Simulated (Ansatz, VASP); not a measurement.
# PtSe: VASP beside Ansatz

```xyz
2
Lattice="0.0000 2.7984 2.7984 2.7984 0.0000 2.7984 2.7984 2.7984 0.0000" Properties=species:S:1:pos:R:3 pbc="T T T"
Pt    2.7984    2.7984    2.7984
Se    0.0000    0.0000    0.0000
```

Alike in both runs: functional PBE; k mesh 7 × 7 × 7; occupations fermi-dirac, width 0.05 eV; no spin polarisation.

```csv
,VASP,Ansatz
version,VASP 6.6.1,Ansatz 0.2.0
potentials or method,"VASP PAW PBE potentials, release 64 (Pt, Se)",Ansatz PAW
plane-wave cutoff (eV),520,420
valence electrons in the cell,16,34
task,single point,band structure
```

```csv
,VASP,Ansatz,Ansatz less VASP
gap on the k mesh at the Fermi level (eV),none,none,-
pressure (GPa),-14.6,-14.5,+0.09
```

A gap of «none» marks a metal or a gap that the smearing closes. VASP's potentials hold 16 valence electrons a cell and Ansatz's 34, so a difference there can come from the potentials and not from the codes.

Spin-orbit coupling is off throughout.
